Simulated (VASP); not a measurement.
# Ru (P6_3/mmc) in VASP: a series of runs

Ru is run at these levels: PBEsol; tasks: single point, relaxation of cell and atoms.

All numbers are computed with VASP 6.6.1; they aren't measurements. Logs are shortened: lines on timing, memory, paths and dates and some standing lists are left out, and cuts for length are marked.

## 1. The cell of the first run

It takes space group P6_3/mmc (No. 194, hexagonal). The conventional cell has a = 2.729 Å, b = 2.729 Å, c = 4.299 Å, α = 90.00°, β = 90.00°, γ = 120.00°. Ru (site symmetry -6m2) has 12 Ru at 2.67 to 2.73 Å within 3.5 Å.

## 2. Single point, PBEsol (13.86 Å³/atom)

INCAR reads:

```
PREC = Accurate
ENCUT = 520
EDIFF = 1E-6
ISMEAR = -1
SIGMA = 0.1
LREAL = F
LASPH = T
NELM = 80
ALGO = Normal
ISIF = 2
LWAVE = F
LCHARG = T
GGA = PS
LELF = T
LVHAR = T
NBANDS = 21
```

KPOINTS reads:

```
regular mesh
0
Gamma
  22 22 12
```

POSCAR reads:

```
Ru
1.0
    2.7287162696      0.0000000000      0.0000000000
   -1.3643581348      2.3631376092      0.0000000000
    0.0000000000      0.0000000000      4.2991016474
Ru
2
Direct
    0.3333333333      0.6666666667      0.2500000000
    0.6666666667      0.3333333333      0.7500000000
```

Potentials or basis: VASP PAW PBE potentials, release 64 (Ru_pv).

The run is started by

```sh
cat potpaw_PBE.64/Ru_pv/POTCAR > POTCAR
mpirun -np 1 vasp_std > vasp.out
```

OUTCAR:

```text
PREC = Accurate
   ENCUT = 520
   EDIFF = 1E-6
   ISMEAR = -1
   LREAL = F
   LASPH = T
   NELM = 80
   ISIF = 2
   GGA = PS

 ion  position               nearest neighbor table
   1  0.333  0.667  0.250-   2 2.67   2 2.67   2 2.67   2 2.67   2 2.67   2 2.67
   2  0.667  0.333  0.750-   1 2.67   1 2.67   1 2.67   1 2.67   1 2.67   1 2.67

  LATTYP: Found a hexagonal cell.
 ALAT       =     2.7287162696
 C/A-ratio  =     1.5755033586

  Lattice vectors:

 A1 = (   2.7287162696,   0.0000000000,   0.0000000000)
 A2 = (  -1.3643581348,   2.3631376092,   0.0000000000)
 A3 = (   0.0000000000,   0.0000000000,   4.2991016474)

Analysis of symmetry for initial positions (statically):
=====================================================================
 Subroutine PRICEL returns:
 Original cell was already a primitive cell.

 Routine SETGRP: Setting up the symmetry group for a
 hexagonal supercell.

 Subroutine GETGRP returns: Found 24 space group operations
 (whereof 12 operations were pure point group operations)
 out of a pool of 24 trial point group operations.

The static configuration has the point symmetry D_3d.
 The point group associated with its full space group is D_6h.

Analysis of symmetry for dynamics (positions and initial velocities):
=====================================================================
 Subroutine PRICEL returns:
 Original cell was already a primitive cell.

 Routine SETGRP: Setting up the symmetry group for a
 hexagonal supercell.

 Subroutine GETGRP returns: Found 24 space group operations
 (whereof 12 operations were pure point group operations)
 out of a pool of 24 trial point group operations.

The dynamic configuration has the point symmetry D_3d.
 The point group associated with its full space group is D_6h.

 Subroutine INISYM returns: Found 24 space group operations
 (whereof 12 operations are pure point group operations),
 and found     1 'primitive' translations

----------------------------------------------------------------------------------------

                                     Primitive cell

  volume of cell :      27.7220

  direct lattice vectors                    reciprocal lattice vectors
     2.728716270  0.000000000  0.000000000     0.366472693  0.211583108  0.000000000
    -1.364358135  2.363137609  0.000000000     0.000000000  0.423166216  0.000000000
     0.000000000  0.000000000  4.299101647     0.000000000  0.000000000  0.232606736

  length of vectors
     2.728716270  2.728716270  4.299101647     0.423166216  0.423166216  0.232606736

  position of ions in fractional coordinates (direct lattice)
     0.333333333  0.666666667  0.250000000
     0.666666667  0.333333333  0.750000000

  ion indices of the primitive-cell ions
   primitive index   ion index
                 1           1
                 2           2

----------------------------------------------------------------------------------------

 KPOINTS: regular mesh

Automatic generation of k-mesh.
 Grid dimensions read from file:
 generate k-points for:   22   22   12

 Generating k-lattice:

  Cartesian coordinates                     Fractional coordinates (reciprocal lattice)
     0.016657850  0.009617414  0.000000000     0.045454545  0.000000000  0.000000000
     0.000000000  0.019234828  0.000000000     0.000000000  0.045454545  0.000000000
     0.000000000  0.000000000  0.019383895     0.000000000  0.000000000  0.083333333

  Length of vectors
     0.019234828  0.019234828  0.019383895

  Shift w.r.t. Gamma in fractional coordinates (k-lattice)
     0.000000000  0.000000000  0.000000000

 Subroutine IBZKPT returns following result:
 ===========================================

 Found    364 irreducible k-points:

 Following reciprocal coordinates:
            Coordinates               Weight
  0.000000  0.000000  0.000000      1.000000
  0.045455  0.000000  0.000000      6.000000
  0.090909  0.000000  0.000000      6.000000
  0.136364  0.000000  0.000000      6.000000
  0.181818  0.000000  0.000000      6.000000
  0.227273  0.000000  0.000000      6.000000
[... 16 lines left out ...]
  0.090909  0.090909  0.000000      6.000000
  0.136364  0.090909  0.000000     12.000000
 [... further k-points ...]
   k-points           NKPTS =    364   k-points in BZ     NKDIM =    364   number of bands    NBANDS=     21
   number of dos      NEDOS =    301   number of ions     NIONS =      2
   total plane-waves  NPLWV =  12800
   dimension x,y,z NGX =    20 NGY =   20 NGZ =   32
   dimension x,y,z NGXF=    40 NGYF=   40 NGZF=   64
   ions per type =               2
   NGX,Y,Z   is equivalent  to a cutoff of  12.18, 12.18, 12.37 a.u.
   NGXF,Y,Z  is equivalent  to a cutoff of  24.37, 24.37, 24.75 a.u.
 SYSTEM =  unknown system
   PREC   = accura    normal or accurate (medium, high low for compatibility)
   ISTART =      0    job   : 0-new  1-cont  2-samecut
   ICHARG =      2    charge: 1-file 2-atom 10-const
   ISPIN  =      1    spin polarized calculation?
   LNONCOLLINEAR =      F non collinear calculations
   LSORBIT =      F    spin-orbit coupling
   LASPH  =      T    aspherical Exc in radial PAW
   ENCUT  =  520.0 eV  38.22 Ry    6.18 a.u.   5.07  5.07  7.99*2*pi/ulx,y,z
   NELM   =     80;   NELMIN=  2; NELMDL= -5     # of ELM steps
   EDIFF  = 0.1E-05   stopping-criterion for ELM
   LREAL  =      F    real-space projection
   EDIFFG = 0.1E-04   stopping-criterion for IOM
   NSW    =      0    number of steps for IOM
   IBRION =     -1    ionic relax: 0-MD 1-quasi-New 2-CG
   NFREE  =      0    steps in history (QN), initial steepest desc. (CG)
   ISIF   =      2    stress and relaxation
   ISYM   =      2    0-nonsym 1-usesym 2-fastsym
   POTIM  = 0.5000    time-step for ionic-motion
   TEBEG  =    0.0;   TEEND  =   0.0 temperature during run
   PSTRESS=    0.0 pullay stress
   NELECT =      28.0000    total number of electrons
   NUPDOWN=      -1.0000    fix difference up-down
   EMIN   =  10.00;   EMAX   =-10.00  energy-range for DOS
   EFERMI =   0.00;   METHOD = LEGACY
   ISMEAR =    -1;   SIGMA  =   0.10  broadening in eV -4-tet -1-fermi 0-gaus
   EFERMI_NEDOS =   21; number of points for ismear=-14 and -15
   IALGO  =     38    algorithm
   IMIX   =      4    mixing-type and parameters
     AMIX     =   0.40;   BMIX     =  1.00
     AMIX_MAG =   1.60;   BMIX_MAG =  1.00
  volume/ion in A,a.u.               =      13.86        93.54
  Fermi-wavevector in a.u.,A,eV,Ry     =   1.642552  3.103973 36.708209  2.697977
  Thomas-Fermi vector in A             =   2.732835
   LORBIT       =      0    0 simple, 1 ext, 2 COOP (PROOUT), +10 PAW based schemes
   GGA     = PS    functional components
   LHFCALC =     F    Hartree Fock is set to
   AEXX    =    0.0000 exact exchange contribution
   IVDW    =     0    specifies the selected vdW correction
   LEPSILON=     F    determine dielectric tensor
   LRPA    =     F    only Hartree local field effects (RPA)
 non-spin polarized calculation
  energy-cutoff  :      520.00
  volume of cell :       27.72
 maximum number of plane-waves:       768
   NGX = 11   NGY = 11   NGZ = 15

 number of electron      28.0000013 magnetization

 Free energy of the ion-electron system (eV)
  ---------------------------------------------------
  ext. energy  EPLUGINS =         0.00000000
  ---------------------------------------------------
  free energy    TOTEN  =       -20.32690913 eV

  energy without entropy =      -20.27349752  energy(sigma->0) =      -20.30020332

 E-fermi :  12.3323     XC(G=0): -14.1528

 val. band max:       12.3319737924   @ k =   0.3182   0.0000   0.0833
 cond. band min:      12.3338294003   @ k =   0.1818   0.1364   0.1667
 fundamental gap:      0.0018556079
 Fermi energy:        12.3323176900

 k-point     1 :       0.0000    0.0000    0.0000
  band No.  band energies     occupation
      1     -31.2076      2.00000
      2     -30.3295      2.00000
      3     -30.3295      2.00000
      4     -30.1654      2.00000
      5     -30.1654      2.00000
      6     -30.1233      2.00000
[... 13 lines left out ...]
     20      22.6258      0.00000
     21      22.6704      0.00000

 k-point     2 :       0.0455    0.0000    0.0000
  band No.  band energies     occupation
      1     -31.2010      2.00000
      2     -30.3435      2.00000
      3     -30.3343      2.00000
      4     -30.1800      2.00000
      5     -30.1673      2.00000
      6     -30.1265      2.00000
[... 13 lines left out ...]
     20      22.6258      0.00000
     21      22.6687      0.00000

 k-point     3 :       0.0909    0.0000    0.0000
  band No.  band energies     occupation
      1     -31.1812      2.00000
      2     -30.3842      2.00000
      3     -30.3481      2.00000
      4     -30.2225      2.00000
      5     -30.1729      2.00000
      6     -30.1359      2.00000
[... 13 lines left out ...]
     20      22.6258      0.00000
     21      22.6640      0.00000

 k-point     4 :       0.1364    0.0000    0.0000
  band No.  band energies     occupation
      1     -31.1493      2.00000
      2     -30.4484      2.00000
      3     -30.3695      2.00000
      4     -30.2887      2.00000
      5     -30.1821      2.00000
      6     -30.1517      2.00000
[... 13 lines left out ...]
     20      22.6258      0.00000
     21      22.6574      0.00000

 k-point     5 :       0.1818    0.0000    0.0000
  band No.  band energies     occupation
      1     -31.1063      2.00000
      2     -30.5310      2.00000
      3     -30.3963      2.00000
      4     -30.3723      2.00000
      5     -30.1944      2.00000
      6     -30.1739      2.00000
[... 13 lines left out ...]
     20      22.6257      0.00000
     21      22.6508      0.00000
[... 382 lines left out ...]
     20      22.6240      0.00000
     21      22.9717      0.00000

 k-point    22 :       0.4545    0.0455    0.0000
  band No.  band energies     occupation
      1     -31.0117      2.00000
      2     -30.8305      2.00000
      3     -30.7544      2.00000
      4     -30.5516      2.00000
      5     -30.4019      2.00000
      6     -30.2833      2.00000
[... 13 lines left out ...]
     20      22.6228      0.00000
     21      23.1858      0.00000

 k-point    23 :       0.0909    0.0909    0.0000
  band No.  band energies     occupation
      1     -31.1306      2.00000
      2     -30.4730      2.00000
      3     -30.4086      2.00000
      4     -30.3023      2.00000
      5     -30.1958      2.00000
      6     -30.1612      2.00000
[... 13 lines left out ...]
     20      22.6257      0.00000
     21      22.6546      0.00000

 k-point    24 :       0.1364    0.0909    0.0000
  band No.  band energies     occupation
      1     -31.0884      2.00000
      2     -30.5433      2.00000
      3     -30.4688      2.00000
      4     -30.3501      2.00000
      5     -30.2143      2.00000
      6     -30.1834      2.00000
[... 13 lines left out ...]
     20      22.6256      0.00000
     21      22.6494      0.00000

 [... further k-points ...]

------------------------ aborting loop because EDIFF is reached ----------------------------------------

  FORCE on cell =-STRESS in cart. coord.  units (eV):
  Direction    XX          YY          ZZ          XY          YZ          ZX
  --------------------------------------------------------------------------------------
  -------------------------------------------------------------------------------------
  Total       -2.1539519     -2.1539519     -2.1511818      0.0000000      0.0000000     -0.0000000
  in kB     -124.4862775   -124.4862775   -124.3261791      0.0000000      0.0000000     -0.0000000
  external PRESSURE =    -124.4329113 kB  Pullay stress =       0.0000000 kB

 VOLUME and BASIS-vectors are now :
 -----------------------------------------------------------------------------
  energy-cutoff  :      520.00
  volume of cell :       27.72
      direct lattice vectors                 reciprocal lattice vectors
     2.728716270  0.000000000  0.000000000     0.366472693  0.211583108  0.000000000
    -1.364358135  2.363137609  0.000000000     0.000000000  0.423166216  0.000000000
     0.000000000  0.000000000  4.299101647     0.000000000  0.000000000  0.232606736

 POSITION                                       TOTAL-FORCE (eV/Angst)
 -----------------------------------------------------------------------------------
     -0.00000      1.57543      1.07478         0.000000     -0.000000      0.000000
      1.36436      0.78771      3.22433        -0.000000      0.000000      0.000000
 -----------------------------------------------------------------------------------
    total drift:                               -0.000000      0.000000     -0.000000

  FREE ENERGIE OF THE ION-ELECTRON SYSTEM (eV)
  ---------------------------------------------------
  free  energy   TOTEN  =       -20.3269091254 eV

  energy  without entropy=      -20.2734975207  energy(sigma->0) =      -20.30020332
```

It took 3.2 min on 1 thread of Intel Xeon 8259CL, shared host; peak memory 0.27 GiB.

What came out:

* Free energy: -20.3269 eV
* Pressure: -12.4 GPa
* Band gap on the k mesh: zero (bands 14 and 15 overlap by 3.10 eV)

Levels at points of the mesh, in eV from the Fermi level:
```csv
k point,band 10,band 11,band 12,band 13,band 14,band 15,band 16,band 17,band 18,band 19
"(0.00, 0.00, 0.00)",-2.54,-2.32,-1.86,-1.86,-1.39,-1.39,1.15,1.15,1.26,10.03
"(0.50, 0.00, 0.00)",-2.97,-2.01,-1.81,-1.48,1.35,1.77,1.87,3.92,5.92,10.28
"(0.00, 0.00, 0.50)",-2.71,-2.71,-2.71,-2.66,-2.66,0.53,0.53,0.53,0.53,10.29
"(0.50, 0.00, 0.50)",-4.40,-1.05,-1.05,0.41,0.41,1.61,1.61,3.27,3.27,10.17
```

Caveat: the cell stands under tension; the PAW data sets were made with another functional, which shifts forces and pressure a little.

## 3. Single point, PBEsol (14.39 Å³/atom)

This run uses another cell than the first one, of 14.39 Å³/atom.

INCAR reads:

```
SYSTEM = Ru
ALGO = Normal
EDIFF = 1E-6
ENCUT = 520
GGA = PS
ISIF = 2
ISMEAR = -1
LASPH = .TRUE.
LCHARG = .FALSE.
LREAL = .FALSE.
LWAVE = .FALSE.
NBANDS = 21
NELM = 60
PREC = Accurate
SIGMA = 0.1
```

KPOINTS reads:

```
k-points
0
G
  22 22 12
  0 0 0
```

POSCAR reads:

```
Ru
1.0
    2.7632606491      0.0000000000      0.0000000000
   -1.3816303245      2.3930539194      0.0000000000
    0.0000000000      0.0000000000      4.3535264332
Ru
2
Direct
    0.3333333333      0.6666666667      0.2500000000
    0.6666666667      0.3333333333      0.7500000000
```

Potentials or basis: VASP PAW PBE potentials, release 64 (Ru_pv).

The run is started by

```sh
cat potpaw_PBE.64/Ru_pv/POTCAR > POTCAR
mpirun -np 1 vasp_std > vasp.out
```

OUTCAR:

```text
SYSTEM = Ru
   EDIFF = 1E-6
   ENCUT = 520
   GGA = PS
   ISIF = 2
   ISMEAR = -1
   LASPH = .TRUE.
   LREAL = .FALSE.
   NELM = 60
   PREC = Accurate

 ion  position               nearest neighbor table
   1  0.333  0.667  0.250-   2 2.70   2 2.70   2 2.70   2 2.70   2 2.70   2 2.70
   2  0.667  0.333  0.750-   1 2.70   1 2.70   1 2.70   1 2.70   1 2.70   1 2.70

  LATTYP: Found a hexagonal cell.
 ALAT       =     2.7632606491
 C/A-ratio  =     1.5755033585

  Lattice vectors:

 A1 = (   2.7632606491,   0.0000000000,   0.0000000000)
 A2 = (  -1.3816303245,   2.3930539194,   0.0000000000)
 A3 = (   0.0000000000,   0.0000000000,   4.3535264332)

Analysis of symmetry for initial positions (statically):
=====================================================================
 Subroutine PRICEL returns:
 Original cell was already a primitive cell.

 Routine SETGRP: Setting up the symmetry group for a
 hexagonal supercell.

 Subroutine GETGRP returns: Found 24 space group operations
 (whereof 12 operations were pure point group operations)
 out of a pool of 24 trial point group operations.

The static configuration has the point symmetry D_3d.
[... 160 lines left out ...]

  energy without entropy =      -20.15383243  energy(sigma->0) =      -20.18237189

 E-fermi :  11.6661     XC(G=0): -13.9216

 val. band max:       11.6553934055   @ k =   0.4091   0.0455   0.5000
 cond. band min:      11.6686724536   @ k =   0.1818   0.1364   0.1667
 fundamental gap:      0.0132790481
 Fermi energy:        11.6661339263

 k-point     1 :       0.0000    0.0000    0.0000
  band No.  band energies     occupation
      1     -31.7395      2.00000
      2     -30.9651      2.00000
      3     -30.9651      2.00000
      4     -30.8193      2.00000
      5     -30.8193      2.00000
      6     -30.7833      2.00000
[... 565 lines left out ...]
     20      22.0103      0.00000
     21      22.0210      0.00000

 [... further k-points ...]

------------------------ aborting loop because EDIFF is reached ----------------------------------------

  FORCE on cell =-STRESS in cart. coord.  units (eV):
  Direction    XX          YY          ZZ          XY          YZ          ZX
  --------------------------------------------------------------------------------------
  -------------------------------------------------------------------------------------
  Total       -3.9515112     -3.9515112     -4.0804884     -0.0000000      0.0000000     -0.0000000
  in kB     -219.9167331   -219.9167331   -227.0948081     -0.0000000      0.0000000     -0.0000000
  external PRESSURE =    -222.3094248 kB  Pullay stress =       0.0000000 kB

 VOLUME and BASIS-vectors are now :
 -----------------------------------------------------------------------------
  energy-cutoff  :      520.00
  volume of cell :       28.79
      direct lattice vectors                 reciprocal lattice vectors
     2.763260649  0.000000000  0.000000000     0.361891304  0.208938042  0.000000000
    -1.381630324  2.393053919  0.000000000     0.000000000  0.417876084  0.000000000
     0.000000000  0.000000000  4.353526433     0.000000000  0.000000000  0.229698847

 POSITION                                       TOTAL-FORCE (eV/Angst)
 -----------------------------------------------------------------------------------
     -0.00000      1.59537      1.08838        -0.000000      0.000000      0.000000
      1.38163      0.79768      3.26514         0.000000      0.000000      0.000000
 -----------------------------------------------------------------------------------
    total drift:                               -0.000000      0.000000     -0.000000

  FREE ENERGIE OF THE ION-ELECTRON SYSTEM (eV)
  ---------------------------------------------------
  free  energy   TOTEN  =       -20.2109113463 eV

  energy  without entropy=      -20.1538324258  energy(sigma->0) =      -20.18237189
```

Wall time 3.1 min (1 thread of Intel Xeon 8259CL, shared host); peak memory 0.29 GiB.

Results:

| Item | Value |
| --- | --- |
| Free energy | -20.2109 eV |
| Pressure | -22.2 GPa |
| Band gap on the k mesh | zero (bands 14 and 15 overlap by 2.92 eV) |

Stress tensor (GPa, compression positive):
```
-21.99   0.00   0.00
  0.00 -21.99   0.00
  0.00   0.00 -22.71
```

Caveat: the cell stands under tension; the PAW data sets were made with another functional, which shifts forces and pressure a little.

[end of part 1 of 2]
